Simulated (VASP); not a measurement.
Wanted: the native input for a VASP 6.6.1 run.

```
Task                   : single point
Functional             : PBE
Potentials or basis    : VASP PAW PBE potentials, release 64 (Na_pv, I)
Cutoff                 : 520 eV
k mesh                 : 6 × 6 × 6
Occupations            : gaussian, width 0.05 eV
Spin                   : no spin polarisation
Dipole correction      : no
Further INCAR settings : ALGO = Normal; EDIFF = 1e-06; NBANDS = 14
```

The structure of NaI lies in POSCAR:

```
NaI
1.0
    0.0000000000      3.2364000000      3.1878540000
    3.2364000000      0.0000000000      3.1878540000
    3.2364000000      3.2364000000      0.0000000000
Na I
1 1
Direct
    0.0000000000      0.0000000000      0.0000000000
    0.5000000000      0.5000000000      0.5000000000
```

This cell differs from its parent crystal: strain +0.000 along x and y, -0.015 along z.

These files were run (other wordings do the same):

INCAR

```
SYSTEM = NaI
ALGO = Normal
EDIFF = 1E-6
ENCUT = 520
GGA = PE
ISIF = 2
ISMEAR = 0
LASPH = .True.
LCHARG = .False.
LREAL = .False.
LWAVE = .False.
NBANDS = 14
NELM = 60
PREC = Accurate
SIGMA = 0.05
```

KPOINTS

```
k-points
0
Gamma
  6 6 6
  0 0 0
```

Potentials or basis: VASP PAW PBE potentials, release 64 (Na_pv, I).

The run is started by

```sh
$ cat potpaw_PBE.64/Na_pv/POTCAR potpaw_PBE.64/I/POTCAR > POTCAR
$ mpirun -np 1 vasp_std > vasp.out
```

It gave:

```yaml
Pressure: 0.7 GPa
Band_gap_on_the_k_mesh: 3.68 eV
```

Caveat: the cell differs from its parent crystal (strain +0.000 along x and y, -0.015 along z); spin-orbit coupling is left out, which moves the levels of the heavy elements.

Run time: 44 s on 1 thread of AMD EPYC 7R13, on a shared host, peak memory 0.18 GiB.
